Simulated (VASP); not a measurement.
# CaOsO3 (Pm-3m) in VASP: a series of runs

The runs below take CaOsO3 through single point, with LDA.

Program: VASP 6.6.1. These are calculated values, not measurements. Logs are shortened: lines on timing, memory, paths and dates and some standing lists are left out, and cuts for length are marked.

### Step 1. The cell of the first run

Symmetry: Pm-3m, No. 221, cubic system. Conventional cell: a = 3.952 Å, b = 3.952 Å, c = 3.952 Å, α = 90.00°, β = 90.00°, γ = 90.00°. Within 3.7 Å of Ca (site symmetry m-3m) lie 12 O at 2.79 Å and 8 Os at 3.42 Å. Os (site symmetry m-3m) has 6 O at 1.98 Å within 2.6 Å. O (site symmetry 4/mmm) has 2 Os at 1.98 Å within 2.6 Å.

### Step 2. Single point, LDA

The input, INCAR:

```
ALGO = Normal
EDIFF = 1E-6
ENCUT = 700
GGA_COMPAT = F
ISIF = 2
ISMEAR = 1
LASPH = T
LCHARG = F
LREAL = F
LWAVE = F
NBANDS = 30
NELM = 120
PREC = Accurate
SIGMA = 0.1
```

The input, KPOINTS:

```
k-points
0
Gamma
  4 4 4
```

The input, POSCAR:

```
CaOsO3
1.0
    3.9521600000      0.0000000000      0.0000000000
    0.0000000000      3.9521600000      0.0000000000
    0.0000000000      0.0000000000      3.9521600000
Ca Os O
1 1 3
Direct
    0.0000000000      0.0000000000      0.0000000000
    0.5000000000      0.5000000000      0.5000000000
    0.5000000000      0.5000000000      0.0000000000
    0.0000000000      0.5000000000      0.5000000000
    0.5000000000      0.0000000000      0.5000000000
```

Potentials or basis: VASP PAW LDA potentials, release 64 (Ca_sv, Os_sv_GW, O).

Command:

```
cat potpaw_LDA.64/Ca_sv/POTCAR potpaw_LDA.64/Os_sv_GW/POTCAR potpaw_LDA.64/O/POTCAR > POTCAR
mpirun -np 1 vasp_std > vasp.out
```

OUTCAR:

```text
EDIFF = 1E-6
   ENCUT = 700
   ISIF = 2
   ISMEAR = 1
   LASPH = T
   LREAL = F
   NELM = 120
   PREC = Accurate

 ion  position               nearest neighbor table
   1  0.000  0.000  0.000-
   2  0.500  0.500  0.500-   3 1.98   4 1.98   5 1.98   3 1.98   5 1.98   4 1.98
   3  0.500  0.500  0.000-   2 1.98   2 1.98
   4  0.000  0.500  0.500-   2 1.98   2 1.98
   5  0.500  0.000  0.500-   2 1.98   2 1.98

  LATTYP: Found a simple cubic cell.
 ALAT       =     3.9521600000

  Lattice vectors:

 A1 = (   3.9521600000,   0.0000000000,   0.0000000000)
 A2 = (   0.0000000000,   3.9521600000,   0.0000000000)
 A3 = (   0.0000000000,   0.0000000000,   3.9521600000)

Analysis of symmetry for initial positions (statically):
=====================================================================
 Subroutine PRICEL returns:
 Original cell was already a primitive cell.

 Routine SETGRP: Setting up the symmetry group for a
 simple cubic supercell.

 Subroutine GETGRP returns: Found 48 space group operations
 (whereof 48 operations were pure point group operations)
 out of a pool of 48 trial point group operations.

The static configuration has the point symmetry O_h .

Analysis of symmetry for dynamics (positions and initial velocities):
=====================================================================
 Subroutine PRICEL returns:
 Original cell was already a primitive cell.

 Routine SETGRP: Setting up the symmetry group for a
 simple cubic supercell.

 Subroutine GETGRP returns: Found 48 space group operations
 (whereof 48 operations were pure point group operations)
 out of a pool of 48 trial point group operations.

The dynamic configuration has the point symmetry O_h .

 Subroutine INISYM returns: Found 48 space group operations
 (whereof 48 operations are pure point group operations),
 and found     1 'primitive' translations

----------------------------------------------------------------------------------------

                                     Primitive cell

  volume of cell :      61.7310

  direct lattice vectors                    reciprocal lattice vectors
     3.952160000  0.000000000  0.000000000     0.253026193  0.000000000  0.000000000
     0.000000000  3.952160000  0.000000000     0.000000000  0.253026193  0.000000000
     0.000000000  0.000000000  3.952160000     0.000000000  0.000000000  0.253026193

  length of vectors
     3.952160000  3.952160000  3.952160000     0.253026193  0.253026193  0.253026193

  position of ions in fractional coordinates (direct lattice)
     0.000000000  0.000000000  0.000000000
     0.500000000  0.500000000  0.500000000
     0.500000000  0.500000000  0.000000000
     0.000000000  0.500000000  0.500000000
     0.500000000  0.000000000  0.500000000

  ion indices of the primitive-cell ions
   primitive index   ion index
                 1           1
                 2           2
                 3           3
                 4           4
                 5           5

----------------------------------------------------------------------------------------

 KPOINTS: k-points

Automatic generation of k-mesh.
 Grid dimensions read from file:
 generate k-points for:    4    4    4

 Generating k-lattice:

  Cartesian coordinates                     Fractional coordinates (reciprocal lattice)
     0.063256548  0.000000000  0.000000000     0.250000000  0.000000000  0.000000000
     0.000000000  0.063256548  0.000000000     0.000000000  0.250000000  0.000000000
     0.000000000  0.000000000  0.063256548     0.000000000  0.000000000  0.250000000

  Length of vectors
     0.063256548  0.063256548  0.063256548

  Shift w.r.t. Gamma in fractional coordinates (k-lattice)
     0.000000000  0.000000000  0.000000000

 Subroutine IBZKPT returns following result:
 ===========================================

 Found     10 irreducible k-points:

 Following reciprocal coordinates:
            Coordinates               Weight
  0.000000  0.000000  0.000000      1.000000
  0.250000  0.000000  0.000000      6.000000
  0.500000  0.000000  0.000000      3.000000
  0.250000  0.250000  0.000000     12.000000
  0.500000  0.250000  0.000000     12.000000
  0.500000  0.500000  0.000000      3.000000
  0.250000  0.250000  0.250000      8.000000
  0.500000  0.250000  0.250000     12.000000
  0.500000  0.500000  0.250000      6.000000
  0.500000  0.500000  0.500000      1.000000
   k-points           NKPTS =     10   k-points in BZ     NKDIM =     10   number of bands    NBANDS=     30
   number of dos      NEDOS =    301   number of ions     NIONS =      5
   total plane-waves  NPLWV =  46656
   dimension x,y,z NGX =    36 NGY =   36 NGZ =   36
   dimension x,y,z NGXF=    72 NGYF=   72 NGZF=   72
   ions per type =               1   1   3
   NGX,Y,Z   is equivalent  to a cutoff of  15.14, 15.14, 15.14 a.u.
   NGXF,Y,Z  is equivalent  to a cutoff of  30.29, 30.29, 30.29 a.u.
 SYSTEM =  unknown system
   PREC   = accura    normal or accurate (medium, high low for compatibility)
   ISTART =      0    job   : 0-new  1-cont  2-samecut
   ICHARG =      2    charge: 1-file 2-atom 10-const
   ISPIN  =      1    spin polarized calculation?
   LNONCOLLINEAR =      F non collinear calculations
   LSORBIT =      F    spin-orbit coupling
   LASPH  =      T    aspherical Exc in radial PAW
   ENCUT  =  700.0 eV  51.45 Ry    7.17 a.u.   8.53  8.53  8.53*2*pi/ulx,y,z
   NELM   =    120;   NELMIN=  2; NELMDL= -5     # of ELM steps
   EDIFF  = 0.1E-05   stopping-criterion for ELM
   LREAL  =      F    real-space projection
[... 7 lines left out ...]
   TEBEG  =    0.0;   TEEND  =   0.0 temperature during run
   PSTRESS=    0.0 pullay stress
   NELECT =      44.0000    total number of electrons
   NUPDOWN=      -1.0000    fix difference up-down
   EMIN   =  10.00;   EMAX   =-10.00  energy-range for DOS
   EFERMI =   0.00;   METHOD = LEGACY
   ISMEAR =     1;   SIGMA  =   0.10  broadening in eV -4-tet -1-fermi 0-gaus
   EFERMI_NEDOS =   21; number of points for ismear=-14 and -15
   IALGO  =     38    algorithm
   IMIX   =      4    mixing-type and parameters
     AMIX     =   0.40;   BMIX     =  1.00
     AMIX_MAG =   1.60;   BMIX_MAG =  1.00
  volume/ion in A,a.u.               =      12.35        83.32
  Fermi-wavevector in a.u.,A,eV,Ry     =   1.462372  2.763482 29.096494  2.138532
  Thomas-Fermi vector in A             =   2.578593
   LORBIT       =      0    0 simple, 1 ext, 2 COOP (PROOUT), +10 PAW based schemes
   GGA     = CA    functional components
   LHFCALC =     F    Hartree Fock is set to
   AEXX    =    0.0000 exact exchange contribution
   IVDW    =     0    specifies the selected vdW correction
   LEPSILON=     F    determine dielectric tensor
   LRPA    =     F    only Hartree local field effects (RPA)
 non-spin polarized calculation
 Methfessel and Paxton  Order N= 1 SIGMA  =   0.10
  energy-cutoff  :      700.00
  volume of cell :       61.73
 maximum number of plane-waves:      2624
 NGX is ok and might be reduce to    36
   NGX = 17   NGY = 17   NGZ = 17

 number of electron      44.0000010 magnetization

 Free energy of the ion-electron system (eV)
  ---------------------------------------------------
  ext. energy  EPLUGINS =         0.00000000
  ---------------------------------------------------
  free energy    TOTEN  =       -41.63997787 eV

  energy without entropy =      -41.63781841  energy(sigma->0) =      -41.63925805

 E-fermi :   6.8330     XC(G=0): -11.7979

 val. band max:        6.8005436755   @ k =   0.5000   0.0000   0.0000
 cond. band min:       6.9058388398   @ k =   0.5000   0.2500   0.0000
 fundamental gap:      0.1052951642
 Fermi energy:         6.8329870064

 k-point     1 :       0.0000    0.0000    0.0000
  band No.  band energies     occupation
      1     -80.6933      2.00000
      2     -40.3279      2.00000
      3     -40.3279      2.00000
      4     -40.3279      2.00000
      5     -34.6607      2.00000
      6     -15.9121      2.00000
[... 22 lines left out ...]
     29      10.4959      0.00000
     30      10.4959      0.00000

 k-point     2 :       0.2500    0.0000    0.0000
  band No.  band energies     occupation
      1     -80.6934      2.00000
      2     -40.3370      2.00000
      3     -40.3274      2.00000
      4     -40.3274      2.00000
      5     -34.6578      2.00000
      6     -16.0329      2.00000
[... 22 lines left out ...]
     29      10.3248      0.00000
     30      10.7935      0.00000

 k-point     3 :       0.5000    0.0000    0.0000
  band No.  band energies     occupation
      1     -80.6933      2.00000
      2     -40.3461      2.00000
      3     -40.3269      2.00000
      4     -40.3269      2.00000
      5     -34.6549      2.00000
      6     -16.1407      2.00000
[... 22 lines left out ...]
     29      11.0546      0.00000
     30      11.0546      0.00000

 k-point     4 :       0.2500    0.2500    0.0000
  band No.  band energies     occupation
      1     -80.6934      2.00000
      2     -40.3366      2.00000
      3     -40.3364      2.00000
      4     -40.3269      2.00000
      5     -34.6553      2.00000
      6     -16.0242      2.00000
[... 22 lines left out ...]
     29      10.6166      0.00000
     30      10.7841      0.00000

 k-point     5 :       0.5000    0.2500    0.0000
  band No.  band energies     occupation
      1     -80.6932      2.00000
      2     -40.3456      2.00000
      3     -40.3360      2.00000
      4     -40.3264      2.00000
      5     -34.6527      2.00000
      6     -16.0848      2.00000
[... 22 lines left out ...]
     29      11.0771      0.00000
     30      11.5850      0.00000

 k-point     6 :       0.5000    0.5000    0.0000
  band No.  band energies     occupation
      1     -80.6933      2.00000
      2     -40.3450      2.00000
      3     -40.3450      2.00000
      4     -40.3260      2.00000
      5     -34.6505      2.00000
      6     -16.0294      2.00000
[... 22 lines left out ...]
     29      11.2589      0.00000
     30      13.6494      0.00000

 k-point     7 :       0.2500    0.2500    0.2500
  band No.  band energies     occupation
      1     -80.6933      2.00000
      2     -40.3361      2.00000
      3     -40.3359      2.00000
      4     -40.3359      2.00000
      5     -34.6529      2.00000
      6     -16.0093      2.00000
[... 22 lines left out ...]
     29      10.8852      0.00000
     30      10.8852      0.00000

 k-point     8 :       0.5000    0.2500    0.2500
  band No.  band energies     occupation
      1     -80.6932      2.00000
      2     -40.3450      2.00000
      3     -40.3355      2.00000
      4     -40.3354      2.00000
      5     -34.6504      2.00000
      6     -16.0444      2.00000
[... 22 lines left out ...]
     29      10.9982      0.00000
     30      12.0519      0.00000

 k-point     9 :       0.5000    0.5000    0.2500
  band No.  band energies     occupation
      1     -80.6931      2.00000
      2     -40.3445      2.00000
      3     -40.3445      2.00000
      4     -40.3350      2.00000
      5     -34.6481      2.00000
      6     -16.0043      2.00000
[... 22 lines left out ...]
     29      11.2553      0.00000
     30      12.6049      0.00000

 k-point    10 :       0.5000    0.5000    0.5000
  band No.  band energies     occupation
      1     -80.6929      2.00000
      2     -40.3440      2.00000
      3     -40.3440      2.00000
      4     -40.3440      2.00000
      5     -34.6458      2.00000
      6     -15.9787      2.00000
[... 22 lines left out ...]
     29      11.8215      0.00000
     30      13.3645      0.00000

------------------------ aborting loop because EDIFF is reached ----------------------------------------

  FORCE on cell =-STRESS in cart. coord.  units (eV):
  Direction    XX          YY          ZZ          XY          YZ          ZX
  --------------------------------------------------------------------------------------
  -------------------------------------------------------------------------------------
  Total       -5.5287077     -5.5287077     -5.5287077      0.0000000     -0.0000000      0.0000000
  in kB     -143.4929801   -143.4929801   -143.4929801      0.0000000     -0.0000000      0.0000000
  external PRESSURE =    -143.4929801 kB  Pullay stress =       0.0000000 kB

 VOLUME and BASIS-vectors are now :
 -----------------------------------------------------------------------------
  energy-cutoff  :      700.00
  volume of cell :       61.73
      direct lattice vectors                 reciprocal lattice vectors
     3.952160000  0.000000000  0.000000000     0.253026193  0.000000000  0.000000000
     0.000000000  3.952160000  0.000000000     0.000000000  0.253026193  0.000000000
     0.000000000  0.000000000  3.952160000     0.000000000  0.000000000  0.253026193

 POSITION                                       TOTAL-FORCE (eV/Angst)
 -----------------------------------------------------------------------------------
      0.00000      0.00000      0.00000         0.000000      0.000000      0.000000
      1.97608      1.97608      1.97608         0.000000      0.000000      0.000000
      1.97608      1.97608      0.00000         0.000000      0.000000      0.000000
      0.00000      1.97608      1.97608         0.000000      0.000000      0.000000
      1.97608      0.00000      1.97608         0.000000      0.000000      0.000000
 -----------------------------------------------------------------------------------
    total drift:                                0.000000      0.000000      0.000000

  FREE ENERGIE OF THE ION-ELECTRON SYSTEM (eV)
  ---------------------------------------------------
  free  energy   TOTEN  =       -41.6399778677 eV

  energy  without entropy=      -41.6378184089  energy(sigma->0) =      -41.63925805
```

Wall time 24 s (1 thread of AMD EPYC 7R13 (Zen 3), shared host); peak memory 0.17 GiB.

Results:

```yaml
Free_energy: -41.6400 eV
Pressure: -14.3 GPa
Band_gap_on_the_k_mesh: zero (bands 22 and 23 overlap by 3.96 eV)
```

Caveat: the k points lie up to 0.40 Å⁻¹ apart, too coarse for converged energies and pressures of a metal; spin-orbit coupling is left out, which moves the levels of the heavy elements.

(Continued in part 2 of 2.)

The gap in the log of VASP goes by the Fermi energy; the results here count the filled bands.